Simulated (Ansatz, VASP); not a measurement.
**One calculation of Al, two programs**

```xyz
17
Lattice="2.8394 0.0000 0.0000 0.0000 8.5183 0.0000 0.0000 0.0000 25.7081" Properties=species:S:1:pos:R:3 pbc="T T T"
Al    1.4197    2.3662    7.5000
Al    0.0000    4.7324    8.1693
Al    1.4197    7.0986    8.8385
Al    0.0000    0.9465    9.5078
Al    1.4197    3.3127   10.1770
Al    0.0000    5.6789   10.8463
Al    1.4197    8.0450   11.5156
Al    0.0000    1.8930   12.1848
Al    1.4197    4.2591   12.8541
Al    0.0000    6.6253   13.5233
Al    1.4197    0.4732   14.1926
Al    0.0000    2.8394   14.8619
Al    1.4197    5.2056   15.5311
Al    0.0000    7.5718   16.2004
Al    1.4197    1.4197   16.8696
Al    0.0000    3.7859   17.5389
Al    1.4197    6.1521   18.2081
```

Alike in both runs: task single point; functional PBEsol; k mesh 12 × 4 × 1; occupations gaussian, width 0.1 eV; no spin polarisation.

```csv
,VASP,Ansatz
version,VASP 6.6.1,Ansatz 0.2.0
potentials or method,"VASP PAW PBE potentials, release 64 (Al), cutoff 520 eV","scalar-relativistic, plane waves, PAW"
valence electrons in the cell,51,51
```

|  | VASP | Ansatz | Ansatz less VASP |
| --- | --- | --- | --- |
| gap on the k mesh at the Fermi level (eV) | none | none | - |
| rms of the force components (eV/Å) | 0.073 | 0.073 | -0.0002 |

VASP's potentials were made for PBE, not for PBEsol. Atom by atom the forces differ by 0.002 eV/Å (rms over components). A gap of «none» marks a metal or a gap that the smearing closes. With one functional, cell and mesh, what is left measures potentials, basis and numerics. Ansatz's warnings: xc potential rough in thin density.
